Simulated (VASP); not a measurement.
HfTaN2:

```xyz
4
Lattice="1.5863 0.9159 5.1344 -1.5863 0.9159 5.1344 0.0000 -1.8317 5.1344" Properties=species:S:1:pos:R:3 pbc="T T T"
Hf    0.0000    0.0000    0.0000
Ta    0.0000    0.0000    7.7016
N     0.0000    0.0000    3.8554
N     0.0000    0.0000   11.5478
```

Base run:

```yaml
Program: VASP 6.6.1
Functional: LDA
Potentials_or_basis: VASP PAW LDA potentials, release 64 (Hf_pv, Ta_pv, N)
Cutoff: 600 eV
k_mesh: 7 × 7 × 7
Occupations: fermi-dirac, width 0.01 eV
Spin: no spin polarisation
```

Its results: band gap on the k mesh zero (an odd number of electrons rules out a gap without spin polarisation); pressure -14.4 GPa; largest force 0.077 eV/Å.

Task: After a change of settings the same cell gave: band gap on the k mesh zero (an odd number of electrons rules out a gap without spin polarisation); pressure -12.9 GPa; largest force 0.818 eV/Å. Which change was it?
A. k mesh from 7 × 7 × 7 to 5 × 5 × 5
B. k mesh from 7 × 7 × 7 to 6 × 6 × 6
C. k mesh from 7 × 7 × 7 to 3 × 3 × 3
D. k mesh from 7 × 7 × 7 to 4 × 4 × 4

Result: C.

Caveats: some runs use coarse meshes; spin-orbit coupling is left out, which moves the levels of the heavy elements; an odd number of electrons without spin polarisation forces a metal; a magnetic or distorted state may lie lower; the cell stands under tension (at least some runs).
